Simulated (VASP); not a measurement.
Wanted: the native input for a VASP 6.6.1 run.

```yaml
Task: relaxation of cell and atoms
Functional: PBE
Potentials_or_basis: VASP PAW PBE potentials, release 64 (Mg, Zn, Te, S)
Cutoff: 600 eV
k_mesh: 4 × 4 × 2
Occupations: gaussian, width 0.1 eV
Spin: no spin polarisation
Dipole_correction: no
Further_INCAR_settings: ALGO = Normal; EDIFF = 1e-06; IBRION = 2; EDIFFG = -0.04; NSW = 90; ISIF = 3
```

The structure of MgZn2TeS2 lies in POSCAR:

```
MgZn2TeS2
1.0
    3.9672948400      0.0000000000      0.0000000000
    0.0000000000      4.4018560700      0.0000000000
    0.0000000000      0.0000000000      7.5749869500
Mg Zn Te S
1 2 1 2
Direct
    0.5000000000      0.5000000000      0.5000000000
    0.0000000000      0.0000000000      0.7470539800
    0.0000000000      0.0000000000      0.2529460200
    0.5000000000      0.5000000000      0.0000000000
    0.5000000000      0.0000000000      0.5000000000
    0.0000000000      0.5000000000      0.0000000000
```

The cell was generated, and may not be a known phase.

One way to write it, as run:

INCAR

```
PREC = Accurate
ENCUT = 600
EDIFF = 1E-6
ISMEAR = 0
SIGMA = 0.1
LREAL = F
LASPH = T
NELM = 80
ALGO = Normal
ISIF = 3
LWAVE = F
LCHARG = F
GGA = PE
IBRION = 2
NSW = 90
EDIFFG = -0.04
```

KPOINTS

```
Automatic mesh
0
Gamma
  4 4 2
```

Potentials or basis: VASP PAW PBE potentials, release 64 (Mg, Zn, Te, S).

Launch:

```bash
$ cat potpaw_PBE.64/Mg/POTCAR potpaw_PBE.64/Zn/POTCAR potpaw_PBE.64/Te/POTCAR potpaw_PBE.64/S/POTCAR > POTCAR
$ mpirun -np 1 vasp_std > vasp.out
```

It gave:

- Relaxed volume: 24.04 Å³/atom
- Relaxed cell: a = 5.531 Å, b = 4.760 Å, c = 5.478 Å, α = 90.00°, β = 90.00°, γ = 90.00°
- Space group after relaxing (to 0.1 Å): Pmmm (No. 47)
- Energy gained by relaxing: 1271.5 meV/atom
- Ionic steps: 23
- Pressure after relaxing: -0.1 GPa
- Largest force after relaxing: 0.026 eV/Å
- Band gap on the k mesh: zero (bands 22 and 23 overlap by 0.96 eV)

Caveat: the k points lie up to 0.57 Å⁻¹ apart in the final cell, too coarse for converged energies and pressures of a metal; a cell axis changed by over 15 % at a fixed basis, so the end point is rough; spin-orbit coupling is left out, which moves the levels of the heavy elements.

Wall time 7.5 min on 1 thread of AMD EPYC 9R45 96-Core Processor (Zen 5) (shared host), peak memory 0.3 GiB.
